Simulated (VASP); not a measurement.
The system is Hf3B2.

```
Hf B
1.0
     4.06742    0.00000    0.00000
    -2.03371    3.52249    0.00000
     0.00000    0.00000    5.49046
Hf B
3 2
Direct
  0.66667 0.33333 0.32923
  0.33333 0.66667 0.67077
  0.00000 0.00000 0.00000
  0.66667 0.33333 0.79146
  0.33333 0.66667 0.20854
```

The cell was built from a structure type or drawn by symmetry, and may not be a known phase.

```yaml
Program: VASP 6.6.1
Task: relaxation of cell and atoms
Functional: PBE
Potentials_or_basis: VASP PAW PBE potentials, release 64 (Hf_pv, B)
Cutoff: 600 eV
k_mesh: 12 × 12 × 8
Occupations: gaussian, width 0.1 eV
Spin: no spin polarisation
```

At the start: pressure -0.4 GPa; volume 15.73 Å³/atom.

Task: Where does the relaxation end?

Result: Over 38 steps the energy falls by 210.1 meV/atom and the volume is 16.27 Å³/atom (+3.4 %); space group P-3m1 (No. 164, to 0.1 Å) before and after.

Step by step:
```
step  energy change (eV)  largest force (eV/Å)  pressure (GPa)  volume (Å³)
   1              0.0000                0.0051           -0.44        78.66
   2             -0.0001                0.0286            0.54        78.17
   3             -0.0004                0.0174            0.06        78.40
   4             -0.0006                0.0152            0.07        78.41
   5             -0.0011                0.0088            0.07        78.43
   6             -0.0019                0.0273            0.07        78.46
   7             -0.0040                0.0642            0.10        78.51
   8             -0.0178                0.1411            0.21        78.57
   9             -0.1109                0.4298            0.56        78.47
  10             -0.3674                1.5238            2.82        77.53
  11              0.8516                5.8864           13.30        72.95
  12             -0.3134                2.6668            3.93        76.95
  13             -0.3030                3.0136            4.58        76.65
  14             -0.2964                3.1193            4.76        76.55
  15             -0.3070                3.0905            4.73        76.59
  16             -0.3381                3.0063            4.47        76.71
  17             -0.3979                2.8394            4.05        76.95
  18             -0.5074                2.5081            3.24        77.43
  19             -0.6859                1.8534            1.73        78.40
  20             -0.8845                0.6221           -0.80        80.34
  21             -0.9094                0.3213           -1.70        81.27
  22             -0.9097                0.3540           -1.80        81.39
  23             -0.9235                0.3799           -1.10        81.02
  24             -0.9493                0.4582            1.13        79.93
  25             -0.9277                0.6309            6.17        77.73
  26             -0.9533                0.5052            2.52        79.29
  27             -0.9668                0.4721            2.16        79.44
  28             -0.9963                0.3691            1.13        79.89
  29             -1.0111                0.5469           -0.60        80.72
  30             -1.0124                0.4432           -0.23        80.54
  31             -1.0231                0.3922           -0.08        80.59
  32             -1.0439                0.2222            0.36        80.73
  33             -1.0265                0.3872            1.48        80.98
  34             -1.0472                0.1265            0.65        80.80
  35             -1.0497                0.0982           -0.38        81.45
  36             -1.0497                0.0972           -0.32        81.45
  37             -1.0505                0.0090            0.10        81.35
  38             -1.0505                0.0071            0.07        81.36
```

Final structure:
```xyz
5
Lattice="3.4627 0.0000 0.0000 -1.7314 2.9988 0.0000 0.0000 0.0000 7.8347" Properties=species:S:1:pos:R:3 pbc="T T T"
Hf    1.7314    0.9996    2.6167
Hf    0.0000    1.9992    5.2180
Hf    0.0000    0.0000    0.0000
B     1.7314    0.9996    6.4022
B     0.0000    1.9992    1.4324
```

Caveat: a cell axis changed by over 15 % at a fixed basis, so the end point is rough.
